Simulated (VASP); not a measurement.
Ir:

```
CELL_PARAMETERS angstrom
-2.38602 2.38602 1.31231
2.38602 -2.38602 1.31231
2.38602 2.38602 -1.31231
ATOMIC_POSITIONS crystal
Ir 0.62500 0.87500 0.75000
Ir 0.37500 0.12500 0.25000
```

| Item | Value |
| --- | --- |
| Program | VASP 6.6.1 |
| Task | relaxation of cell and atoms |
| Functional | PBE |
| Potentials or basis | VASP PAW PBE potentials, release 64 (Ir) |
| Cutoff | 600 eV |
| k mesh | 18 × 18 × 18 |
| Occupations | fermi-dirac, width 0.05 eV |
| Spin | no spin polarisation |

At the start: pressure 27.2 GPa; volume 14.94 Å³/atom.

How do energy, volume and symmetry change on relaxing?

Over 9 steps the energy falls by 109.4 meV/atom and the volume is 16.23 Å³/atom (+8.6 %); space group I4_1/amd (No. 141, to 0.05 Å).

The path:
| step | energy change (eV) | largest force (eV/Å) | pressure (GPa) | volume (Å³) |
| --- | --- | --- | --- | --- |
| 1 | 0.0000 | 0.0000 | 27.23 | 29.88 |
| 2 | 1.2386 | 0.0000 | -36.31 | 42.24 |
| 3 | -0.2062 | 0.0000 | -3.23 | 32.80 |
| 4 | -0.2089 | 0.0000 | -0.98 | 32.52 |
| 5 | -0.2089 | 0.0000 | -0.53 | 32.47 |
| 6 | -0.2169 | 0.0000 | 0.96 | 32.39 |
| 7 | -0.2188 | 0.0000 | 0.42 | 32.41 |
| 8 | -0.2186 | 0.0000 | -0.86 | 32.57 |
| 9 | -0.2189 | 0.0000 | 0.01 | 32.46 |

Final structure:
```yaml
crystal:
  lattice:
    - [-2.42709, 2.42709, 1.37769]
    - [2.42709, -2.42709, 1.37769]
    - [2.42709, 2.42709, -1.37769]
  atoms:
    - { symbol: Ir, position: [0.62500, 0.87500, 0.75000] }
    - { symbol: Ir, position: [0.37500, 0.12500, 0.25000] }
```
